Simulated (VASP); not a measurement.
# SnO2 (P4mm) in VASP: relaxation of cell and atoms with PBE

Aim: the relaxation of cell and atoms of SnO2 with PBE.

Program: VASP 6.6.1. These are calculated values, not measurements. Logs are shortened: lines on timing, memory, paths and dates and some standing lists are left out, and cuts for length are marked.

### Step 1. The cell of the first run

Symmetry: P4mm, No. 99, tetragonal system. The conventional cell has a = 3.177 Å, b = 3.177 Å, c = 4.370 Å, α = 90.00°, β = 90.00°, γ = 90.00°. Sn (site symmetry 4mm) has 8 O at 2.25 to 2.60 Å within 3.0 Å. Within 1.6 Å of O (site symmetry 4mm) lie 1 O at 1.22 Å. O (site symmetry 4mm) has 1 O at 1.22 Å within 1.6 Å.

The cell was generated, and may not be a known phase.

### Step 2. Relaxation of cell and atoms, PBE

File INCAR:

```
SYSTEM = SnO2
ALGO = Normal
EDIFF = 1E-7
EDIFFG = -0.04
ENCUT = 1340
GGA = PE
GGA_COMPAT = .False.
IBRION = 2
ISIF = 3
ISMEAR = 0
LASPH = .True.
LCHARG = .False.
LREAL = .False.
LWAVE = .False.
NELM = 120
NELMIN = 4
NSW = 90
PREC = Accurate
SIGMA = 0.1
```

File KPOINTS:

```
k-points
0
Gamma
  6 6 4
  0 0 0
```

File POSCAR:

```
SnO2
1.0
    3.1774145200      0.0000000000      0.0000000000
    0.0000000000      3.1774145200      0.0000000000
    0.0000000000      0.0000000000      4.3704979600
Sn O
1 2
Direct
    0.0000000000      0.0000000000      0.3637829100
    0.5000000000      0.5000000000      0.3406719900
    0.5000000000      0.5000000000      0.0621393800
```

Potentials or basis: VASP PAW PBE potentials, release 64 (Sn_d, O_h).

Started as:

```
$ cat potpaw_PBE.64/Sn_d/POTCAR potpaw_PBE.64/O_h/POTCAR > POTCAR
$ mpirun -np 1 vasp_std > vasp.out
```

OUTCAR:

```text
SYSTEM = SnO2
   EDIFF = 1E-7
   EDIFFG = -0.04
   ENCUT = 1340
   GGA = PE
   IBRION = 2
   ISIF = 3
   ISMEAR = 0
   LASPH = .True.
   LREAL = .False.
   NELM = 120
   NELMIN = 4
   NSW = 90
   PREC = Accurate

 ion  position               nearest neighbor table
   1  0.000  0.000  0.364-   2 2.25   2 2.25   2 2.25   2 2.25   3 2.60   3 2.60   3 2.60   3 2.60

   2  0.500  0.500  0.341-   3 1.22   1 2.25   1 2.25   1 2.25   1 2.25
   3  0.500  0.500  0.062-   2 1.22   1 2.60   1 2.60   1 2.60   1 2.60

  LATTYP: Found a simple tetragonal cell.
 ALAT       =     3.1774145200
 C/A-ratio  =     1.3754887606

  Lattice vectors:

 A1 = (   3.1774145200,   0.0000000000,   0.0000000000)
 A2 = (   0.0000000000,   3.1774145200,   0.0000000000)
 A3 = (   0.0000000000,   0.0000000000,   4.3704979600)

Analysis of symmetry for initial positions (statically):
=====================================================================
 Subroutine PRICEL returns:
 Original cell was already a primitive cell.

 Routine SETGRP: Setting up the symmetry group for a
 simple tetragonal supercell.

 Subroutine GETGRP returns: Found  8 space group operations
 (whereof  8 operations were pure point group operations)
 out of a pool of 16 trial point group operations.

The static configuration has the point symmetry C_4v.

Analysis of symmetry for dynamics (positions and initial velocities):
=====================================================================
 Subroutine PRICEL returns:
 Original cell was already a primitive cell.

 Routine SETGRP: Setting up the symmetry group for a
 simple tetragonal supercell.

 Subroutine GETGRP returns: Found  8 space group operations
 (whereof  8 operations were pure point group operations)
 out of a pool of 16 trial point group operations.

The dynamic configuration has the point symmetry C_4v.

 Subroutine INISYM returns: Found  8 space group operations
 (whereof  8 operations are pure point group operations),
 and found     1 'primitive' translations

----------------------------------------------------------------------------------------

                                     Primitive cell

  volume of cell :      44.1244

  direct lattice vectors                    reciprocal lattice vectors
     3.177414520  0.000000000  0.000000000     0.314721291  0.000000000  0.000000000
     0.000000000  3.177414520  0.000000000     0.000000000  0.314721291  0.000000000
     0.000000000  0.000000000  4.370497960     0.000000000  0.000000000  0.228806879

  length of vectors
     3.177414520  3.177414520  4.370497960     0.314721291  0.314721291  0.228806879

[... 66 lines left out ...]
   total plane-waves  NPLWV =  86400
   dimension x,y,z NGX =    40 NGY =   40 NGZ =   54
   dimension x,y,z NGXF=    80 NGYF=   80 NGZF=  108
   ions per type =               1   2
   NGX,Y,Z   is equivalent  to a cutoff of  20.93, 20.93, 20.54 a.u.
   NGXF,Y,Z  is equivalent  to a cutoff of  41.86, 41.86, 41.08 a.u.
 SYSTEM =  SnO2
   PREC   = accura    normal or accurate (medium, high low for compatibility)
   ISTART =      0    job   : 0-new  1-cont  2-samecut
   ICHARG =      2    charge: 1-file 2-atom 10-const
   ISPIN  =      1    spin polarized calculation?
   LNONCOLLINEAR =      F non collinear calculations
   LSORBIT =      F    spin-orbit coupling
   LASPH  =      T    aspherical Exc in radial PAW
   ENCUT  = 1340.0 eV  98.49 Ry    9.92 a.u.   9.48  9.48 13.04*2*pi/ulx,y,z
   NELM   =    120;   NELMIN=  4; NELMDL= -5     # of ELM steps
   EDIFF  = 0.1E-06   stopping-criterion for ELM
   LREAL  =      F    real-space projection
   EDIFFG = -.4E-01   stopping-criterion for IOM
   NSW    =     90    number of steps for IOM
   IBRION =      2    ionic relax: 0-MD 1-quasi-New 2-CG
   NFREE  =      1    steps in history (QN), initial steepest desc. (CG)
   ISIF   =      3    stress and relaxation
   ISYM   =      2    0-nonsym 1-usesym 2-fastsym
   POTIM  = 0.5000    time-step for ionic-motion
   TEBEG  =    0.0;   TEEND  =   0.0 temperature during run
   PSTRESS=    0.0 pullay stress
   NELECT =      26.0000    total number of electrons
   NUPDOWN=      -1.0000    fix difference up-down
   EMIN   =  10.00;   EMAX   =-10.00  energy-range for DOS
   EFERMI =   0.00;   METHOD = LEGACY
   ISMEAR =     0;   SIGMA  =   0.10  broadening in eV -4-tet -1-fermi 0-gaus
   EFERMI_NEDOS =   21; number of points for ismear=-14 and -15
   IALGO  =     38    algorithm
   IMIX   =      4    mixing-type and parameters
     AMIX     =   0.40;   BMIX     =  1.00
     AMIX_MAG =   1.60;   BMIX_MAG =  1.00
  volume/ion in A,a.u.               =      14.71        99.26
  Fermi-wavevector in a.u.,A,eV,Ry     =   1.372481  2.593613 25.629356  1.883705
  Thomas-Fermi vector in A             =   2.498084
   LORBIT       =      0    0 simple, 1 ext, 2 COOP (PROOUT), +10 PAW based schemes
   GGA     = PE    functional components
   LHFCALC =     F    Hartree Fock is set to
   AEXX    =    0.0000 exact exchange contribution
   IVDW    =     0    specifies the selected vdW correction
   LEPSILON=     F    determine dielectric tensor
   LRPA    =     F    only Hartree local field effects (RPA)
 conjugate gradient relaxation of ions
 non-spin polarized calculation
 Gauss-broadening in eV      SIGMA  =   0.10
  energy-cutoff  :     1340.00
  volume of cell :       44.12
 maximum number of plane-waves:      4938
 NGX is ok and might be reduce to    40
   NGX = 19   NGY = 19   NGZ = 27

--------------------------------------- Ionic step        1  -------------------------------------------

 number of electron      25.9999999 magnetization

 Free energy of the ion-electron system (eV)
  ---------------------------------------------------
  ext. energy  EPLUGINS =         0.00000000
  ---------------------------------------------------
  free energy    TOTEN  =       -11.97176937 eV

  energy without entropy =      -11.97069579  energy(sigma->0) =      -11.97123258

 E-fermi :   6.5830     XC(G=0): -10.0675

 val. band max:        6.5723394056   @ k =   0.0000   0.0000   0.2500
 cond. band min:       6.7748764075   @ k =   0.5000   0.0000   0.5000
 fundamental gap:      0.2025370019
 Fermi energy:         6.5829823475
[... 1064 lines left out ...]
      6     -16.9397      2.00000
[... 9 lines left out ...]
     16       7.3670      0.00000
     17       9.9818      0.00000

 [... further k-points ...]

[... ionic steps 4 to 41 ...]

--------------------------------------- Ionic step       42  -------------------------------------------

 number of electron      25.9999998 magnetization

------------------------ aborting loop because EDIFF is reached ----------------------------------------
[... 69 lines left out ...]
--------------------------------------- Ionic step       44  -------------------------------------------

 number of electron      25.9999998 magnetization

 Free energy of the ion-electron system (eV)
  ---------------------------------------------------
  ext. energy  EPLUGINS =         0.00000000
  ---------------------------------------------------
  free energy    TOTEN  =       -14.74927883 eV

  energy without entropy =      -14.74927874  energy(sigma->0) =      -14.74927879

 E-fermi :   3.0562     XC(G=0):  -8.4085

 val. band max:        2.7421861504   @ k =   0.5000   0.0000   0.5000
 cond. band min:       3.3571615385   @ k =   0.0000   0.0000   0.5000
 fundamental gap:      0.6149753881
 Fermi energy:         3.0562185802
[... 510 lines left out ...]
  FREE ENERGIE OF THE ION-ELECTRON SYSTEM (eV)
  ---------------------------------------------------
  free  energy   TOTEN  =       -14.7492788326 eV

  energy  without entropy=      -14.7492787387  energy(sigma->0) =      -14.74927879

 reached required accuracy - stopping structural energy minimisation
```

It took 21 min on 1 thread of Intel Xeon Platinum 8559C (Emerald Rapids), shared host; peak memory 0.4 GiB.

Results:

```yaml
Free_energy: -14.7493 eV
Relaxed_volume: 20.19 Å³/atom
Relaxed_cell: a = 3.476 Å, b = 3.476 Å, c = 5.013 Å, α = 90.00°, β = 90.00°, γ = 90.00°
Space_group_after_relaxing_to_0.1_Å: P4/mmm (No. 123)
Energy_gained_by_relaxing: 925.8 meV/atom
Ionic_steps: 44
Pressure_after_relaxing: -0.1 GPa
Largest_force_after_relaxing: 0.027 eV/Å
Band_gap_on_the_k_mesh: 0.61 eV (least direct gap 1.28 eV)
```

Forces on the atoms (eV/Å):
```
Sn   0.000  0.000  0.027
O    0.000  0.000 -0.012
O    0.000  0.000 -0.016
```

The path:
```tsv
step	energy change (eV)	largest force (eV/Å)	pressure (GPa)	volume (Å³)
1	0.0000	13.0008	44.04	44.12
3	0.1782	0.0536	-12.59	70.90
5	-1.3232	1.8377	-6.89	54.81
7	-1.7831	0.8561	14.01	46.92
9	-2.3558	1.3880	-4.53	54.97
11	-2.4032	2.1264	1.27	52.29
13	-2.4877	0.7554	-0.24	51.96
15	-2.6109	0.5671	2.55	48.48
17	-2.6903	0.2043	0.56	49.05
19	-2.7136	0.1875	1.11	49.42
21	-2.7328	0.1342	1.24	50.25
23	-2.7390	0.4267	-0.37	51.37
25	-2.7501	0.1882	-0.46	52.39
27	-2.7544	0.1262	-0.57	53.56
29	-2.7660	0.1290	0.04	54.63
31	-2.7669	0.1121	0.24	54.83
33	-2.7682	0.2230	0.68	55.26
35	-2.7707	0.1958	0.60	55.91
37	-2.7762	0.1261	0.41	58.52
39	-2.7761	0.2131	0.42	60.21
41	-2.7771	0.0546	0.03	60.40
43	-2.7773	0.0475	0.01	60.44
44	-2.7775	0.0271	-0.11	60.57
```

Final structure:
```
CELL_PARAMETERS angstrom
3.47607 0.00000 0.00000
0.00000 3.47607 0.00000
0.00000 0.00000 5.01297
ATOMIC_POSITIONS crystal
Sn 0.00000 0.00000 0.25416
O 0.50000 0.50000 0.40792
O 0.50000 0.50000 0.10451
```

Levels at points of the mesh, in eV from the valence-band top:
| k point | band 9 | band 10 | band 11 | band 12 | band 13 | band 14 | band 15 | band 16 | band 17 |
| --- | --- | --- | --- | --- | --- | --- | --- | --- | --- |
| (0.00, 0.00, 0.00) | -5.00 | -4.76 | -4.76 | -0.61 | -0.61 | 2.29 | 4.23 | 5.75 | 7.91 |
| (0.50, 0.00, 0.00) | -5.48 | -4.11 | -2.14 | -0.60 | -0.07 | 1.41 | 4.14 | 4.81 | 5.86 |
| (0.50, 0.50, 0.00) | -6.28 | -5.35 | -4.03 | -1.23 | -1.23 | 3.63 | 4.21 | 5.38 | 5.38 |
| (0.00, 0.00, 0.50) | -4.89 | -4.74 | -4.74 | -0.67 | -0.67 | 0.62 | 3.76 | 8.15 | 8.15 |
| (0.50, 0.00, 0.50) | -5.18 | -4.09 | -2.44 | -0.65 | 0.00 | 1.52 | 3.19 | 3.74 | 5.95 |
| (0.50, 0.50, 0.50) | -6.24 | -5.09 | -3.92 | -1.37 | -1.37 | 2.65 | 3.55 | 5.46 | 5.46 |

Caveat: the volume moved by over 15 % at a fixed basis, so the end points are rough; semilocal functionals underestimate gaps, and a narrow one can read as zero; spin-orbit coupling is left out, which moves the levels of the heavy elements.
